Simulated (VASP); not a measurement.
GaP, 2 atoms in the cell. It takes space group I-4m2 (No. 119, tetragonal). The conventional cell has a = 4.008 Å, b = 4.008 Å, c = 5.261 Å, α = 90.00°, β = 90.00°, γ = 90.00°. Ga (site symmetry -4m2) has 4 P at 2.40 Å within 3.2 Å. P (site symmetry -4m2) has 4 Ga at 2.40 Å within 3.2 Å.  This cell differs from its parent crystal: epitaxial xy strain +4.0%.

| Quantity | Value |
| --- | --- |
| Program | VASP 6.6.1 |
| Task | single point |
| Functional | r2SCAN |
| Potentials or basis | VASP PAW PBE potentials, release 64 (Ga_d, P) |
| Cutoff | 520 eV |
| k mesh | 8 × 8 × 8 |
| Occupations | gaussian, width 0.01 eV |
| Spin | no spin polarisation |
| Dipole correction | no |
| Further INCAR settings | ALGO = Normal; EDIFF = 1e-06; NBANDS = 16 |

Potentials or basis: VASP PAW PBE potentials, release 64 (Ga_d, P).

Command:

```console
$ cat potpaw_PBE.64/Ga_d/POTCAR potpaw_PBE.64/P/POTCAR > POTCAR
$ cp INCAR.step1 INCAR
$ mpirun -np 1 vasp_std > vasp.out
$ cp INCAR.step2 INCAR
$ mpirun -np 1 vasp_std > vasp.out
```

Hardware: 1 thread of Intel(R) Xeon(R) 6975P-C (Granite Rapids) (shared host).

Problem. Estimate the wall time of this run.

Solution. Wall time 73 s on 1 thread of Intel(R) Xeon(R) 6975P-C (Granite Rapids), with other jobs on the host, peak memory 0.19 GiB. Counts: k points 59.
